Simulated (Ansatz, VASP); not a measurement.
## InP in VASP and in Ansatz

```
In P
1.0
     0.00000    2.96906    2.96906
     2.96906    0.00000    2.96906
     2.96906    2.96906    0.00000
In P
1 1
Cartesian
  0.0000 0.0000 0.0000
  4.4536 4.4536 4.4536
```

Alike in both runs: task single point; functional r2SCAN; k mesh 8 × 8 × 8; occupations fermi-dirac, width 0.05 eV; no spin polarisation.

|  | VASP | Ansatz |
| --- | --- | --- |
| version | VASP 6.6.1 | Ansatz 0.2.0 |
| potentials or method | VASP PAW PBE potentials, release 64 (In_d, P) | Ansatz PAW |
| plane-wave cutoff (eV) | 520 | 500 |
| valence electrons in the cell | 18 | 18 |

|  | VASP | Ansatz | Ansatz less VASP |
| --- | --- | --- | --- |
| gap on the k mesh at the Fermi level (eV) | 0.94 | 0.94 | -0.003 |
| least direct gap on the mesh (eV) | 0.94 | 0.94 | -0.003 |
| pressure (GPa) | -1.1 | -1.0 | +0.09 |

VASP's potentials were made for PBE, not for r2SCAN. The functional is the same, so the differences come from potentials, cutoffs and numerics.
